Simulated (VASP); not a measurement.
# AlN (Pm) in VASP: a series of runs

AlN is run at these levels: PBE; tasks: single point.

Program: VASP 6.6.1. These are calculated values, not measurements. Logs are shortened: lines on timing, memory, paths and dates and some standing lists are left out, and cuts for length are marked.

### 1 The cell of the first run

It takes space group Pm (No. 6, monoclinic). Conventional cell: a = 3.313 Å, b = 4.187 Å, c = 5.739 Å, α = 90.00°, β = 90.00°, γ = 90.00°. Al (site symmetry m) has 5 N at 1.79 to 2.10 Å within 2.4 Å. Within 2.5 Å of Al (site symmetry m) lie 5 N at 1.91 to 2.09 Å. Within 2.5 Å of Al (site symmetry m) lie 5 N at 1.91 to 2.09 Å. Within 2.5 Å of Al (site symmetry m) lie 5 N at 1.91 to 2.09 Å. N (site symmetry m) has 5 Al at 1.91 to 2.10 Å within 2.5 Å. N (site symmetry m) has 5 Al at 1.91 to 2.09 Å within 2.5 Å. N (site symmetry m) has 5 Al at 1.79 to 2.09 Å within 2.4 Å. Within 2.5 Å of N (site symmetry m) lie 5 Al at 1.87 to 2.09 Å.

### 2 Single point, PBE (atom 1 (Al) moved by -0.126 Å along [1 0 0] and +0.126 Å along [1 2 0])

INCAR

```
SYSTEM = AlN
PREC = Accurate
ENCUT = 520
EDIFF = 1E-6
ISMEAR = 0
SIGMA = 0.05
LREAL = .FALSE.
LASPH = .TRUE.
NELM = 80
ALGO = Normal
ISIF = 2
LWAVE = .FALSE.
LCHARG = .FALSE.
GGA = PE
NBANDS = 26
```

KPOINTS

```
regular mesh
0
G
  8 6 4
  0 0 0
```

POSCAR

```
AlN
1.0
   -1.6567491617      2.8695737234      0.0000000000
    0.0000000000      0.0000000000      4.1874629526
    4.9702474850      2.8695737234      0.0000000000
Al N
4 4
Direct
    0.5519448583      0.7500000000      0.1586307692
    0.0000000000      0.7500000000      0.6666666667
    0.0000000000      0.2500000000      0.3333333333
    0.5000000000      0.2500000000      0.8333333333
    0.5000000000      0.2500000000      0.1666666667
    0.0000000000      0.2500000000      0.6666666667
    0.0000000000      0.7500000000      0.3333333333
    0.5000000000      0.7500000000      0.8333333333
```

Potentials or basis: VASP PAW PBE potentials, release 64 (Al, N).

Started as:

```
$ cat potpaw_PBE.64/Al/POTCAR potpaw_PBE.64/N/POTCAR > POTCAR
$ mpirun -np 1 vasp_std > vasp.out
```

OUTCAR:

```text
SYSTEM = AlN
   PREC = Accurate
   ENCUT = 520
   EDIFF = 1E-6
   ISMEAR = 0
   LREAL = .FALSE.
   LASPH = .TRUE.
   NELM = 80
   ISIF = 2
   GGA = PE

 ion  position               nearest neighbor table
   1  0.552  0.750  0.159-   7 1.79   8 1.87   7 2.09   5 2.10   5 2.10   3 2.76   3 2.76   4 2.81
                             4 2.81   3 2.96   3 2.96   2 3.19   2 3.27   2 3.36
   2  0.000  0.750  0.667-   8 1.91   8 1.91   7 1.91   6 2.09   6 2.09   4 2.84   4 2.84   4 2.84
                             4 2.84   3 2.84   3 2.84   1 3.19   1 3.27   1 3.36
   3  0.000  0.250  0.333-   5 1.91   5 1.91   6 1.91   7 2.09   7 2.09   1 2.76   1 2.76   2 2.84
                             2 2.84   1 2.96   1 2.96   4 3.31   4 3.31   4 3.31   4 3.31
   4  0.500  0.250  0.833-   6 1.91   6 1.91   5 1.91   8 2.09   8 2.09   1 2.81   1 2.81   2 2.84
                             2 2.84   2 2.84   2 2.84   3 3.31   3 3.31   3 3.31   3 3.31
   5  0.500  0.250  0.167-   3 1.91   3 1.91   4 1.91   1 2.10   1 2.10
   6  0.000  0.250  0.667-   4 1.91   4 1.91   3 1.91   2 2.09   2 2.09
   7  0.000  0.750  0.333-   1 1.79   2 1.91   1 2.09   3 2.09   3 2.09
   8  0.500  0.750  0.833-   1 1.87   2 1.91   2 1.91   4 2.09   4 2.09

  LATTYP: Found a simple orthorhombic cell.
 ALAT       =     3.3134983233
 B/A-ratio  =     1.2637588868
 C/A-ratio  =     1.7320508076

  Lattice vectors:

 A1 = (  -1.6567491617,   2.8695737234,   0.0000000000)
 A2 = (   0.0000000000,   0.0000000000,   4.1874629526)
 A3 = (   4.9702474850,   2.8695737234,   0.0000000000)

Analysis of symmetry for initial positions (statically):
=====================================================================
 Subroutine PRICEL returns:
 Original cell was already a primitive cell.

 Routine SETGRP: Setting up the symmetry group for a
 simple orthorhombic supercell.

 Subroutine GETGRP returns: Found  2 space group operations
 (whereof  1 operations were pure point group operations)
 out of a pool of  8 trial point group operations.

The static configuration has the point symmetry C_1 .
 The point group associated with its full space group is C_1h.

Analysis of symmetry for dynamics (positions and initial velocities):
=====================================================================
 Subroutine PRICEL returns:
 Original cell was already a primitive cell.

 Routine SETGRP: Setting up the symmetry group for a
 simple orthorhombic supercell.

 Subroutine GETGRP returns: Found  2 space group operations
 (whereof  1 operations were pure point group operations)
 out of a pool of  8 trial point group operations.

The dynamic configuration has the point symmetry C_1 .
 The point group associated with its full space group is C_1h.

 Subroutine INISYM returns: Found  2 space group operations
 (whereof  1 operations are pure point group operations),
 and found     1 'primitive' translations

----------------------------------------------------------------------------------------

                                     Primitive cell

  volume of cell :      79.6315

  direct lattice vectors                    reciprocal lattice vectors
    -1.656749162  2.869573723  0.000000000    -0.150897919  0.261362862  0.000000000
     0.000000000  0.000000000  4.187462953     0.000000000  0.000000000  0.238808083
     4.970247485  2.869573723  0.000000000     0.150897919  0.087120954  0.000000000

  length of vectors
     3.313498323  4.187462953  5.739147447     0.301795837  0.238808083  0.174241908

  position of ions in fractional coordinates (direct lattice)
     0.551944858  0.750000000  0.158630769
     0.000000000  0.750000000  0.666666667
     0.000000000  0.250000000  0.333333333
     0.500000000  0.250000000  0.833333333
     0.500000000  0.250000000  0.166666667
     0.000000000  0.250000000  0.666666667
     0.000000000  0.750000000  0.333333333
     0.500000000  0.750000000  0.833333333

  ion indices of the primitive-cell ions
   primitive index   ion index
                 1           1
                 2           2
                 3           3
                 4           4
                 5           5
                 6           6
                 7           7
                 8           8

----------------------------------------------------------------------------------------

 KPOINTS: regular mesh

Automatic generation of k-mesh.
 Grid dimensions read from file:
 generate k-points for:    8    6    4

 Generating k-lattice:

  Cartesian coordinates                     Fractional coordinates (reciprocal lattice)
    -0.018862240  0.032670358  0.000000000     0.125000000  0.000000000  0.000000000
     0.000000000  0.000000000  0.039801347     0.000000000  0.166666667  0.000000000
     0.037724480  0.021780238  0.000000000     0.000000000  0.000000000  0.250000000

  Length of vectors
     0.037724480  0.039801347  0.043560477

  Shift w.r.t. Gamma in fractional coordinates (k-lattice)
     0.000000000  0.000000000  0.000000000

 Subroutine IBZKPT returns following result:
 ===========================================

 Found     72 irreducible k-points:

 Following reciprocal coordinates:
            Coordinates               Weight
  0.000000  0.000000  0.000000      1.000000
  0.125000  0.000000 -0.000000      2.000000
  0.250000  0.000000 -0.000000      2.000000
  0.375000  0.000000 -0.000000      2.000000
  0.500000  0.000000 -0.000000      1.000000
  0.000000  0.166667  0.000000      2.000000
[... 16 lines left out ...]
  0.125000  0.000000 -0.250000      2.000000
  0.250000  0.000000  0.250000      2.000000
 [... further k-points ...]
   k-points           NKPTS =     72   k-points in BZ     NKDIM =     72   number of bands    NBANDS=     26
   number of dos      NEDOS =    301   number of ions     NIONS =      8
   total plane-waves  NPLWV =  43008
   dimension x,y,z NGX =    28 NGY =   32 NGZ =   48
   dimension x,y,z NGXF=    56 NGYF=   64 NGZF=   96
   ions per type =               4   4
   NGX,Y,Z   is equivalent  to a cutoff of  14.05, 12.70, 13.90 a.u.
   NGXF,Y,Z  is equivalent  to a cutoff of  28.10, 25.41, 27.81 a.u.
 SYSTEM =  AlN
   PREC   = accura    normal or accurate (medium, high low for compatibility)
   ISTART =      0    job   : 0-new  1-cont  2-samecut
   ICHARG =      2    charge: 1-file 2-atom 10-const
   ISPIN  =      1    spin polarized calculation?
   LNONCOLLINEAR =      F non collinear calculations
   LSORBIT =      F    spin-orbit coupling
   LASPH  =      T    aspherical Exc in radial PAW
   ENCUT  =  520.0 eV  38.22 Ry    6.18 a.u.   6.16  7.79 10.67*2*pi/ulx,y,z
   NELM   =     80;   NELMIN=  2; NELMDL= -5     # of ELM steps
   EDIFF  = 0.1E-05   stopping-criterion for ELM
   LREAL  =      F    real-space projection
   EDIFFG = 0.1E-04   stopping-criterion for IOM
   NSW    =      0    number of steps for IOM
   IBRION =     -1    ionic relax: 0-MD 1-quasi-New 2-CG
   NFREE  =      0    steps in history (QN), initial steepest desc. (CG)
   ISIF   =      2    stress and relaxation
   ISYM   =      2    0-nonsym 1-usesym 2-fastsym
   POTIM  = 0.5000    time-step for ionic-motion
   TEBEG  =    0.0;   TEEND  =   0.0 temperature during run
   PSTRESS=    0.0 pullay stress
   NELECT =      32.0000    total number of electrons
   NUPDOWN=      -1.0000    fix difference up-down
   EMIN   =  10.00;   EMAX   =-10.00  energy-range for DOS
   EFERMI =   0.00;   METHOD = LEGACY
   ISMEAR =     0;   SIGMA  =   0.05  broadening in eV -4-tet -1-fermi 0-gaus
   EFERMI_NEDOS =   21; number of points for ismear=-14 and -15
   IALGO  =     38    algorithm
   IMIX   =      4    mixing-type and parameters
     AMIX     =   0.40;   BMIX     =  1.00
     AMIX_MAG =   1.60;   BMIX_MAG =  1.00
  volume/ion in A,a.u.               =       9.95        67.17
  Fermi-wavevector in a.u.,A,eV,Ry     =   1.208082  2.282944 19.857191  1.459462
  Thomas-Fermi vector in A             =   2.343701
   LORBIT       =      0    0 simple, 1 ext, 2 COOP (PROOUT), +10 PAW based schemes
   GGA     = PE    functional components
   LHFCALC =     F    Hartree Fock is set to
   AEXX    =    0.0000 exact exchange contribution
   IVDW    =     0    specifies the selected vdW correction
   LEPSILON=     F    determine dielectric tensor
   LRPA    =     F    only Hartree local field effects (RPA)
 non-spin polarized calculation
 Gauss-broadening in eV      SIGMA  =   0.05
  energy-cutoff  :      520.00
  volume of cell :       79.63
 maximum number of plane-waves:      2174
 NGX is ok and might be reduce to    28
   NGX = 13   NGY = 15   NGZ = 21

 number of electron      31.9999993 magnetization

 Free energy of the ion-electron system (eV)
  ---------------------------------------------------
  ext. energy  EPLUGINS =         0.00000000
  ---------------------------------------------------
  free energy    TOTEN  =       -58.39075144 eV

  energy without entropy =      -58.39075144  energy(sigma->0) =      -58.39075144

 E-fermi :   8.2246     XC(G=0): -11.1564

 val. band max:        7.9313628678   @ k =   0.0000   0.0000   0.0000
 cond. band min:      11.1506796975   @ k =   0.0000   0.0000   0.0000
 fundamental gap:      3.2193168297
 Fermi energy:         8.2246227039

 k-point     1 :       0.0000    0.0000    0.0000
  band No.  band energies     occupation
      1      -8.8496      2.00000
      2      -6.9881      2.00000
      3      -5.8699      2.00000
      4      -5.2230      2.00000
      5       1.0766      2.00000
      6       1.4632      2.00000
[... 18 lines left out ...]
     25      17.1942      0.00000
     26      19.0417      0.00000

 k-point     2 :       0.1250    0.0000   -0.0000
  band No.  band energies     occupation
      1      -8.7175      2.00000
      2      -6.8826      2.00000
      3      -5.9136      2.00000
      4      -5.2198      2.00000
      5       1.2197      2.00000
      6       1.4404      2.00000
[... 18 lines left out ...]
     25      18.1445      0.00000
     26      18.7318      0.00000

 k-point     3 :       0.2500    0.0000   -0.0000
  band No.  band energies     occupation
      1      -8.3371      2.00000
      2      -6.5873      2.00000
      3      -6.0912      2.00000
      4      -5.2481      2.00000
      5       1.3083      2.00000
      6       1.6377      2.00000
[... 18 lines left out ...]
     25      17.7284      0.00000
     26      18.1430      0.00000

 k-point     4 :       0.3750    0.0000   -0.0000
  band No.  band energies     occupation
      1      -7.7637      2.00000
      2      -6.4922      2.00000
      3      -6.1603      2.00000
      4      -5.3957      2.00000
      5       1.2648      2.00000
      6       2.2914      2.00000
[... 18 lines left out ...]
     25      17.7962      0.00000
     26      18.8601      0.00000
[... 496 lines left out ...]
      1      -8.5437      2.00000
      2      -7.3631      2.00000
      3      -5.6029      2.00000
      4      -5.2207      2.00000
      5       1.4099      2.00000
      6       1.8126      2.00000
[... 18 lines left out ...]
     25      17.7789      0.00000
     26      18.1291      0.00000

 k-point    23 :       0.1250    0.0000   -0.2500
  band No.  band energies     occupation
      1      -8.5483      2.00000
      2      -7.3516      2.00000
      3      -5.6140      2.00000
      4      -5.2182      2.00000
      5       1.4044      2.00000
      6       1.8373      2.00000
[... 18 lines left out ...]
     25      17.7167      0.00000
     26      18.2889      0.00000

 k-point    24 :       0.2500    0.0000    0.2500
  band No.  band energies     occupation
      1      -8.1730      2.00000
      2      -7.0947      2.00000
      3      -5.7265      2.00000
      4      -5.2801      2.00000
      5       1.6491      2.00000
      6       1.8227      2.00000
[... 18 lines left out ...]
     25      17.8422      0.00000
     26      18.0478      0.00000

 [... further k-points ...]

------------------------ aborting loop because EDIFF is reached ----------------------------------------

  FORCE on cell =-STRESS in cart. coord.  units (eV):
  Direction    XX          YY          ZZ          XY          YZ          ZX
  --------------------------------------------------------------------------------------
  -------------------------------------------------------------------------------------
  Total       -0.7078655      2.1522055     -0.0280992      1.1026742      0.0000000      0.0000000
  in kB      -14.2421720     43.3021238     -0.5653523     22.1856763      0.0000000      0.0000000
  external PRESSURE =       9.4981998 kB  Pullay stress =       0.0000000 kB

 VOLUME and BASIS-vectors are now :
 -----------------------------------------------------------------------------
  energy-cutoff  :      520.00
  volume of cell :       79.63
      direct lattice vectors                 reciprocal lattice vectors
    -1.656749162  2.869573723  0.000000000    -0.150897919  0.261362862  0.000000000
     0.000000000  0.000000000  4.187462953     0.000000000  0.000000000  0.238808083
     4.970247485  2.869573723  0.000000000     0.150897919  0.087120954  0.000000000

 POSITION                                       TOTAL-FORCE (eV/Angst)
 -----------------------------------------------------------------------------------
     -0.12600      2.03905      3.14060         1.628904     -2.146517      0.000000
      3.31350      1.91305      3.14060        -0.273799     -0.085101      0.000000
      1.65675      0.95652      1.04687        -0.163633      0.309733      0.000000
      3.31350      3.82610      1.04687         0.032604     -0.113299      0.000000
      0.00000      1.91305      1.04687        -0.363962      0.218802      0.000000
      3.31350      1.91305      1.04687         0.062122      0.066982      0.000000
      1.65675      0.95652      3.14060        -0.545486      1.715471      0.000000
      3.31350      3.82610      3.14060        -0.376750      0.033929      0.000000
 -----------------------------------------------------------------------------------
    total drift:                               -0.000416      0.000673      0.000000

  FREE ENERGIE OF THE ION-ELECTRON SYSTEM (eV)
  ---------------------------------------------------
  free  energy   TOTEN  =       -58.3907514395 eV

  energy  without entropy=      -58.3907514395  energy(sigma->0) =      -58.39075144
```

It took 94 s on 1 thread of Intel Xeon Platinum 8124M at 3.00GHz (Skylake/Cascade Lake), shared host; peak memory 0.26 GiB.

What came out:

- Free energy: -58.3908 eV
- Pressure: 0.9 GPa
- Largest force: 2.695 eV/Å
- Band gap on the k mesh: 3.22 eV

Forces in eV/Å, atoms in the order of the input:
```
Al   1.629 -2.147  0.000
Al  -0.274 -0.085  0.000
Al  -0.164  0.310  0.000
Al   0.033 -0.113  0.000
N   -0.364  0.219  0.000
N    0.062  0.067  0.000
N   -0.545  1.715  0.000
N   -0.377  0.034  0.000
```

Stress tensor (GPa, compression positive):
```
-1.42  2.22  0.00
 2.22  4.33  0.00
 0.00  0.00 -0.06
```

Levels at points of the mesh, in eV from the valence-band top:
```
           k point  band 12  band 13  band 14  band 15  band 16  band 17  band 18  band 19  band 20  band 21
(0.00, 0.00, 0.00)    -2.90    -1.70    -1.58    -1.33     0.00     3.22     3.85     4.38     7.01     7.16
(0.50, 0.00, 0.00)    -3.71    -2.73    -2.54    -2.21    -2.18     5.56     5.75     5.81     6.03     7.89
(0.00, 0.50, 0.00)    -2.47    -2.46    -2.21    -1.74    -1.71     4.99     5.03     5.65     5.65     8.28
(0.50, 0.50, 0.00)    -4.44    -1.11    -1.09    -0.99    -0.97     5.88     6.01     6.22     6.26     8.72
(0.00, 0.00, 0.50)    -3.20    -1.52    -1.28    -1.17    -1.05     4.60     4.80     5.98     6.03     7.69
(0.50, 0.00, 0.50)    -4.14    -2.95    -2.76    -1.55    -1.38     3.79     3.96     7.04     7.06     7.08
(0.00, 0.50, 0.50)    -2.63    -1.93    -1.92    -1.83    -1.80     5.13     5.30     5.37     5.54     8.88
(0.50, 0.50, 0.50)    -3.11    -1.80    -1.79    -1.68    -1.63     4.93     4.98     5.15     5.21     9.19
```

Caveat: the cell differs from its parent crystal (atom 1 (Al) moved by -0.126 Å along [1 0 0] and +0.126 Å along [1 2 0]); the stress differs along the axes, from -1 to 4 GPa; forces of over 1 eV/Å act on the atoms, so gaps and moduli don't describe the material at rest.

(Continued in part 2 of 2.)
